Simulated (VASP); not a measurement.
Runs of VASP 6.6.1 on Pt. The structure is that of space group Pm-3m (No. 221), or close to it. The cells are those of the table. 

| task | cell | k mesh | cutoff (eV) | gap on the mesh (eV) | pressure (GPa) |
| --- | --- | --- | --- | --- | --- |
| single point | a = 2.602 Å, 1 atom | 13 × 13 × 13 | 520 | none | (a) |
| single point | a = 2.673 Å, 1 atom | 13 × 13 × 13 | 520 | none | -6.4 |
| single point | a = 2.565 Å, 1 atom | 13 × 13 × 13 | 520 | none | 17.4 |
| single point | a = 2.638 Å, 1 atom | 12 × 12 × 12 | 520 | none | -0.5 |
| single point | a = 2.528 Å, 1 atom | 13 × 13 × 13 | 520 | none | 30.5 |
| single point | a = 2.739 Å, 1 atom | 13 × 13 × 13 | 520 | none | -14.5 |
| single point | a = 2.638 Å, 1 atom | 13 × 13 × 13 | 520 | none | -0.5 |
| single point | a = 2.638 Å, 1 atom | 19 × 19 × 19 | 520 | none | -0.4 |
| single point | a = 2.706 Å, 1 atom | 13 × 13 × 13 | 520 | none | (b) |
| relaxation of cell and atoms | relaxed from a = 2.536 Å, 1 atom | 12 × 12 × 12 | 600 | none | 0.0 |

Alike in all rows: level revPBE; potentials or basis VASP PAW PBE potentials, release 64 (Pt); no spin polarisation; smearing fermi-dirac 0.1 eV.

Fill in the values left out.

(a) 7.3; (b) -11.0.

Caveats: the PAW data sets were made with another functional, which shifts forces and pressure a little; spin-orbit coupling is left out, which moves the levels of the heavy elements.

A k mesh can miss the band edges, and the runs leave out spin-orbit coupling on Pt.

A gap of «none» marks levels without a gap at the run's occupations.
